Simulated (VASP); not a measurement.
# Ru14W in VASP: relaxation of the atoms with PBE

Aim: the relaxation of the atoms of Ru14W with PBE.

Program: VASP 6.6.1. These are calculated values, not measurements. Logs are shortened: lines on timing, memory, paths and dates and some standing lists are left out, and cuts for length are marked.

## (1) The cell of the first run

The cell holds a slab with vacuum, 15 atoms: a = 4.711 Å, b = 4.711 Å, c = 20.594 Å, α = 90.00°, β = 90.00°, γ = 120.00°.

## (2) Relaxation of the atoms, PBE

Input file INCAR:

```
  PREC = Accurate
  ENCUT = 520
  EDIFF = 1E-7
  ISMEAR = 1
  SIGMA = 0.1
  LREAL = Auto
  LASPH = T
  NELM = 100
  ALGO = Normal
  ISIF = 2
  LWAVE = F
  LCHARG = F
  LDIPOL = T
  IDIPOL = 3
  DIPOL = 0.5 0.5 0.500
  GGA = PE
  IBRION = 2
  NSW = 90
  EDIFFG = -0.08
```

Input file KPOINTS:

```
Automatic mesh
0
Gamma
  6 6 1
```

Input file POSCAR:

```
Ru14W
1.0
    4.0794366049      2.3552637854      0.0000000000
   -4.0794366049      2.3552637854      0.0000000000
    0.0000000000      0.0000000000     20.5936087093
Ru W
14 1
Direct
    0.3333330000      0.3333330000      0.2913525300
    0.6666670000      0.0000000000      0.2913525300
    0.0000000000      0.6666670000      0.2913525300
    0.3333330000      0.0000000000      0.3956762650
    0.6666670000      0.6666670000      0.3956762650
    1.0000000000      0.3333330000      0.3956762650
    0.6666670000      0.0000000000      0.5000000000
    0.0000000000      0.6666670000      0.5000000000
    0.3333330000      0.0000000000      0.6043237350
    0.6666670000      0.6666670000      0.6043237350
    1.0000000000      0.3333330000      0.6043237350
    0.3333330000      0.3333330000      0.7086474700
    0.6666670000      0.0000000000      0.7086474700
    0.0000000000      0.6666670000      0.7086474700
    0.3333330000      0.3333330000      0.5000000000
```

Potentials or basis: VASP PAW PBE potentials, release 64 (Ru_pv, W_sv).

On the command line:

```sh
> cat potpaw_PBE.64/Ru_pv/POTCAR potpaw_PBE.64/W_sv/POTCAR > POTCAR
> mpirun -np 1 vasp_std > vasp.out
```

OUTCAR:

```text
PREC = Accurate
   ENCUT = 520
   EDIFF = 1E-7
   ISMEAR = 1
   LREAL = Auto
   LASPH = T
   NELM = 100
   ISIF = 2
   GGA = PE
   IBRION = 2
   NSW = 90
   EDIFFG = -0.08

 ion  position               nearest neighbor table
   1  0.333  0.333  0.291-   4 2.66   6 2.66   5 2.66   3 2.72   2 2.72   2 2.72   3 2.72   3 2.72
                             2 2.72
   2  0.667  0.000  0.291-   6 2.66   5 2.66   4 2.66   1 2.72   3 2.72   1 2.72   3 2.72   3 2.72
                             1 2.72
   3  0.000  0.667  0.291-   4 2.66   5 2.66   6 2.66   1 2.72   2 2.72   1 2.72   2 2.72   2 2.72
                             1 2.72
   4  0.333  0.000  0.396-   3 2.66   8 2.66   1 2.66  15 2.66   2 2.66   7 2.66   5 2.72   6 2.72
                             5 2.72   6 2.72   6 2.72   5 2.72
   5  0.667  0.667  0.396-   2 2.66   3 2.66   7 2.66   8 2.66   1 2.66  15 2.66   4 2.72   6 2.72
                             4 2.72   6 2.72   6 2.72   4 2.72
   6  0.000  0.333  0.396-   2 2.66   7 2.66   1 2.66  15 2.66   8 2.66   3 2.66   5 2.72   4 2.72
                             5 2.72   4 2.72   4 2.72   5 2.72
   7  0.667  0.000  0.500-   6 2.66  11 2.66  10 2.66   5 2.66   4 2.66   9 2.66  15 2.72   8 2.72
                            15 2.72   8 2.72   8 2.72  15 2.72
   8  0.000  0.667  0.500-   4 2.66   9 2.66   5 2.66  10 2.66   6 2.66  11 2.66  15 2.72   7 2.72
                            15 2.72   7 2.72   7 2.72  15 2.72
   9  0.333  0.000  0.604-   8 2.66  14 2.66  12 2.66  15 2.66   7 2.66  13 2.66  10 2.72  11 2.72
                            10 2.72  11 2.72  11 2.72  10 2.72
  10  0.667  0.667  0.604-   7 2.66   8 2.66  13 2.66  14 2.66  12 2.66  15 2.66   9 2.72  11 2.72
                             9 2.72  11 2.72   9 2.72  11 2.72
  11  0.000  0.333  0.604-   7 2.66  13 2.66  12 2.66  15 2.66  14 2.66   8 2.66  10 2.72   9 2.72
                            10 2.72   9 2.72   9 2.72  10 2.72
  12  0.333  0.333  0.709-   9 2.66  11 2.66  10 2.66  14 2.72  13 2.72  13 2.72  14 2.72  13 2.72
                            14 2.72
  13  0.667  0.000  0.709-  11 2.66  10 2.66   9 2.66  12 2.72  14 2.72  12 2.72  14 2.72  14 2.72
                            12 2.72
  14  0.000  0.667  0.709-   9 2.66  10 2.66  11 2.66  12 2.72  13 2.72  12 2.72  13 2.72  13 2.72
                            12 2.72
  15  0.333  0.333  0.500-   4 2.66   6 2.66   9 2.66  11 2.66  10 2.66   5 2.66   8 2.72   7 2.72
                             8 2.72   7 2.72   8 2.72   7 2.72

  LATTYP: Found a hexagonal cell.
 ALAT       =     4.7105276257
 C/A-ratio  =     4.3718263315

  Lattice vectors:

 A1 = (   4.0794366049,   2.3552637854,   0.0000000000)
 A2 = (  -4.0794366049,   2.3552637854,   0.0000000000)
 A3 = (   0.0000000000,   0.0000000000,  20.5936087093)

Analysis of symmetry for initial positions (statically):
=====================================================================
 Subroutine PRICEL returns:
 Original cell was already a primitive cell.

 Routine SETGRP: Setting up the symmetry group for a
 hexagonal supercell.

 Subroutine GETGRP returns: Found 12 space group operations
 (whereof  4 operations were pure point group operations)
 out of a pool of 24 trial point group operations.

The static configuration has the point symmetry C_2v.
 The point group associated with its full space group is D_3h.

Analysis of symmetry for dynamics (positions and initial velocities):
=====================================================================
 Subroutine PRICEL returns:
 Original cell was already a primitive cell.

 Routine SETGRP: Setting up the symmetry group for a
 hexagonal supercell.

 Subroutine GETGRP returns: Found 12 space group operations
 (whereof  4 operations were pure point group operations)
 out of a pool of 24 trial point group operations.

The dynamic configuration has the point symmetry C_2v.
 The point group associated with its full space group is D_3h.

 Subroutine INISYM returns: Found 12 space group operations
 (whereof  4 operations are pure point group operations),
 and found     1 'primitive' translations

----------------------------------------------------------------------------------------

                                     Primitive cell

  volume of cell :     395.7329

[... 81 lines left out ...]
   dimension x,y,z NGX =    36 NGY =   36 NGZ =  160
   dimension x,y,z NGXF=    72 NGYF=   72 NGZF=  320
   ions per type =              14   1
   NGX,Y,Z   is equivalent  to a cutoff of  12.71, 12.71, 12.92 a.u.
   NGXF,Y,Z  is equivalent  to a cutoff of  25.41, 25.41, 25.83 a.u.
 SYSTEM =  unknown system
   PREC   = accura    normal or accurate (medium, high low for compatibility)
   ISTART =      0    job   : 0-new  1-cont  2-samecut
   ICHARG =      2    charge: 1-file 2-atom 10-const
   ISPIN  =      1    spin polarized calculation?
   LNONCOLLINEAR =      F non collinear calculations
   LSORBIT =      F    spin-orbit coupling
   LASPH  =      T    aspherical Exc in radial PAW
   ENCUT  =  520.0 eV  38.22 Ry    6.18 a.u.   8.76  8.76 38.29*2*pi/ulx,y,z
   NELM   =    100;   NELMIN=  2; NELMDL= -5     # of ELM steps
   EDIFF  = 0.1E-06   stopping-criterion for ELM
   LREAL  =      T    real-space projection
   EDIFFG = -.8E-01   stopping-criterion for IOM
   NSW    =     90    number of steps for IOM
   IBRION =      2    ionic relax: 0-MD 1-quasi-New 2-CG
   NFREE  =      1    steps in history (QN), initial steepest desc. (CG)
   ISIF   =      2    stress and relaxation
   ISYM   =      2    0-nonsym 1-usesym 2-fastsym
   POTIM  = 0.5000    time-step for ionic-motion
   TEBEG  =    0.0;   TEEND  =   0.0 temperature during run
   PSTRESS=    0.0 pullay stress
   NELECT =     210.0000    total number of electrons
   NUPDOWN=      -1.0000    fix difference up-down
   EMIN   =  10.00;   EMAX   =-10.00  energy-range for DOS
   EFERMI =   0.00;   METHOD = LEGACY
   ISMEAR =     1;   SIGMA  =   0.10  broadening in eV -4-tet -1-fermi 0-gaus
   EFERMI_NEDOS =   21; number of points for ismear=-14 and -15
   IALGO  =     38    algorithm
   IMIX   =      4    mixing-type and parameters
     AMIX     =   0.40;   BMIX     =  1.00
     AMIX_MAG =   1.60;   BMIX_MAG =  1.00
  volume/ion in A,a.u.               =      26.38       178.04
  Fermi-wavevector in a.u.,A,eV,Ry     =   1.325401  2.504644 23.901178  1.756687
  Thomas-Fermi vector in A             =   2.454864
   LORBIT       =      0    0 simple, 1 ext, 2 COOP (PROOUT), +10 PAW based schemes
   GGA     = PE    functional components
   LHFCALC =     F    Hartree Fock is set to
   AEXX    =    0.0000 exact exchange contribution
   IVDW    =     0    specifies the selected vdW correction
   LEPSILON=     F    determine dielectric tensor
   LRPA    =     F    only Hartree local field effects (RPA)
 conjugate gradient relaxation of ions
 non-spin polarized calculation
 Methfessel and Paxton  Order N= 1 SIGMA  =   0.10
  energy-cutoff  :      520.00
  volume of cell :      395.73
 maximum number of plane-waves:     10687
 NGX is ok and might be reduce to    36
   NGX = 17   NGY = 17   NGZ = 77

--------------------------------------- Ionic step        1  -------------------------------------------

 number of electron     210.0000024 magnetization

 Free energy of the ion-electron system (eV)
  ---------------------------------------------------
  ext. energy  EPLUGINS =         0.00000000
  ---------------------------------------------------
  free energy    TOTEN  =      -135.72441843 eV

  energy without entropy =     -135.71287873  energy(sigma->0) =     -135.72057187

------------------------ aborting loop because EDIFF is reached ----------------------------------------

  FORCE on cell =-STRESS in cart. coord.  units (eV):
  Direction    XX          YY          ZZ          XY          YZ          ZX
  --------------------------------------------------------------------------------------
  -------------------------------------------------------------------------------------
  Total       -6.8655368     -6.8655366     -3.9706057      0.0000000      0.0000000     -0.0000000
  in kB      -27.7960372    -27.7960364    -16.0755246      0.0000000      0.0000000     -0.0000000
  external PRESSURE =     -23.8891994 kB  Pullay stress =       0.0000000 kB
[... 36 lines left out ...]
--------------------------------------- Ionic step        2  -------------------------------------------

 number of electron     210.0000029 magnetization

 dipolmoment           0.000000      0.000000      0.000000 electrons x Angstroem

------------------------ aborting loop because EDIFF is reached ----------------------------------------

  FORCE on cell =-STRESS in cart. coord.  units (eV):
  Direction    XX          YY          ZZ          XY          YZ          ZX
  --------------------------------------------------------------------------------------
  -------------------------------------------------------------------------------------
  Total       -4.6336117     -4.6336116     -1.8595500      0.0000000     -0.0000000      0.0000000
  in kB      -18.7597922    -18.7597917     -7.5286351      0.0000000     -0.0000000      0.0000000
  external PRESSURE =     -15.0160730 kB  Pullay stress =       0.0000000 kB
[... 36 lines left out ...]
--------------------------------------- Ionic step        3  -------------------------------------------

 number of electron     210.0000026 magnetization

 dipolmoment           0.000000      0.000000     -0.000000 electrons x Angstroem

 Free energy of the ion-electron system (eV)
  ---------------------------------------------------
  ext. energy  EPLUGINS =         0.00000000
  ---------------------------------------------------
  free energy    TOTEN  =      -135.93508958 eV

  energy without entropy =     -135.92864957  energy(sigma->0) =     -135.93294291

 E-fermi :   4.3211     XC(G=0):  -8.2927

 val. band max:        4.3185899945   @ k =   0.3333  -0.0000   0.0000
 cond. band min:       4.3216285399   @ k =   0.0000   0.0000   0.0000
 fundamental gap:      0.0030385454
 Fermi energy:         4.3211116991

 k-point     1 :       0.0000    0.0000    0.0000
  band No.  band energies     occupation
      1     -69.6419      2.00000
      2     -39.1842      2.00000
      3     -39.0750      2.00000
      4     -39.0230      2.00000
      5     -38.9943      2.00000
      6     -38.9817      2.00000
[... 829 lines left out ...]
    116       5.1327     -0.00000
    117       5.1779     -0.00000
 [bands above 117 left out]

------------------------ aborting loop because EDIFF is reached ----------------------------------------

 vacuum level on the upper side and lower side of the slab       (xc-potential included)        -0.240        -0.240

  FORCE on cell =-STRESS in cart. coord.  units (eV):
  Direction    XX          YY          ZZ          XY          YZ          ZX
  --------------------------------------------------------------------------------------
  -------------------------------------------------------------------------------------
  Total       -4.2183886     -4.2183885     -1.2420709      0.0000000      0.0000000      0.0000000
  in kB      -17.0787064    -17.0787059     -5.0286888      0.0000000      0.0000000      0.0000000
  external PRESSURE =     -13.0620337 kB  Pullay stress =       0.0000000 kB
[... 30 lines left out ...]
  FREE ENERGIE OF THE ION-ELECTRON SYSTEM (eV)
  ---------------------------------------------------
  free  energy   TOTEN  =      -135.9350895780 eV

  energy  without entropy=     -135.9286495725  energy(sigma->0) =     -135.93294291

 reached required accuracy - stopping structural energy minimisation

 vacuum level on the upper side and lower side of the slab         9.017         9.017
```

Run time: 35 min. Hardware: 1 thread of Intel Xeon Platinum 8259CL at 2.50GHz (Skylake/Cascade Lake), shared host; peak memory 0.62 GiB.

Results:

```yaml
Free_energy: -135.9351 eV
Energy_gained_by_relaxing: 14.0 meV/atom
Ionic_steps: 3
Largest_force_after_relaxing: 0.044 eV/Å
Band_gap_on_the_k_mesh: zero (bands 105 and 106 overlap by 0.62 eV)
```

Forces on the atoms (eV/Å):
```
Ru   0.000  0.000  0.010
Ru   0.000  0.000  0.043
Ru   0.000  0.000  0.043
Ru  -0.030  0.017  0.027
Ru   0.000 -0.034  0.027
Ru   0.030  0.017  0.027
Ru   0.000  0.000  0.000
Ru   0.000  0.000  0.000
Ru  -0.030  0.017 -0.027
Ru   0.000 -0.034 -0.027
Ru   0.030  0.017 -0.027
Ru   0.000  0.000 -0.010
Ru   0.000  0.000 -0.043
Ru   0.000  0.000 -0.043
W    0.000  0.000  0.000
```

The path:
| step | energy change (eV) | largest force (eV/Å) | pressure (GPa) |
| --- | --- | --- | --- |
| 1 | 0.0000 | 0.9023 | -2.39 |
| 2 | -0.2062 | 0.1509 | -1.50 |
| 3 | -0.2107 | 0.0435 | -1.31 |

Final structure:
```xyz
15
Lattice="4.0794 2.3553 0.0000 -4.0794 2.3553 0.0000 0.0000 0.0000 20.5936" Properties=species:S:1:pos:R:3 pbc="T T T"
Ru    0.0000    1.5702    6.0456
Ru    2.7196    1.5702    6.0272
Ru   -2.7196    1.5702    6.0272
Ru    1.3541    0.7884    8.0982
Ru    0.0000    3.1338    8.0982
Ru   -1.3541    0.7884    8.0982
Ru    2.7196    1.5702   10.2968
Ru   -2.7196    1.5702   10.2968
Ru    1.3541    0.7884   12.4954
Ru    0.0000    3.1338   12.4954
Ru   -1.3541    0.7884   12.4954
Ru    0.0000    1.5702   14.5480
Ru    2.7196    1.5702   14.5665
Ru   -2.7196    1.5702   14.5665
W     0.0000    1.5702   10.2968
```

Caveat: spin-orbit coupling is left out, which moves the levels of the heavy elements; the relaxation stopped at a loose force limit of 0.08 eV/Å, so its end isn't a converged minimum.
